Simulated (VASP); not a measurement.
Li2O: single point with PBE

Crystal: Li2O.

```xyz
3
Lattice="0.0000 2.3132 2.3132 2.3132 0.0000 2.3132 2.3132 2.3132 0.0000" Properties=species:S:1:pos:R:3 pbc="T T T"
Li    3.4698    3.4698    3.4698
Li    1.1566    1.1566    1.1566
O     2.3132    2.3132    2.3132
```

This cell differs from its parent crystal: atoms taken out.

```json
{
  "Program": "VASP 6.6.1",
  "Task": "single point",
  "Functional": "PBE",
  "Potentials or basis": "VASP PAW PBE potentials, release 64 (Li_sv, O)",
  "Cutoff": "750 eV",
  "k mesh": "8 × 8 × 8",
  "Occupations": "gaussian, width 0.02 eV",
  "Spin": "no spin polarisation",
  "Dipole correction": "no",
  "Further INCAR settings": "ALGO = Normal; EDIFF = 1e-06; NBANDS = 13"
}
```

```
Pressure               : -0.4 GPa
Band gap on the k mesh : 4.97 eV (least direct gap 5.23 eV)
```

Levels at points of the mesh, in eV from the valence-band top:
```tsv
k point	band 4	band 5	band 6	band 7	band 8	band 9
(0.00, 0.00, 0.00)	0.00	0.00	0.00	5.23	11.91	11.91
(0.50, 0.00, 0.00)	-2.76	-0.44	-0.44	9.18	9.77	12.04
(0.50, 0.50, 0.00)	-1.60	-1.37	-1.37	4.97	13.50	13.50
```

Wall time 9.4 s on 1 thread of Intel(R) Xeon(R) 6975P-C (Granite Rapids) (shared host), peak memory 0.16 GiB.

Caveat: the cell differs from its parent crystal (atoms taken out). A k mesh can miss the band edges.
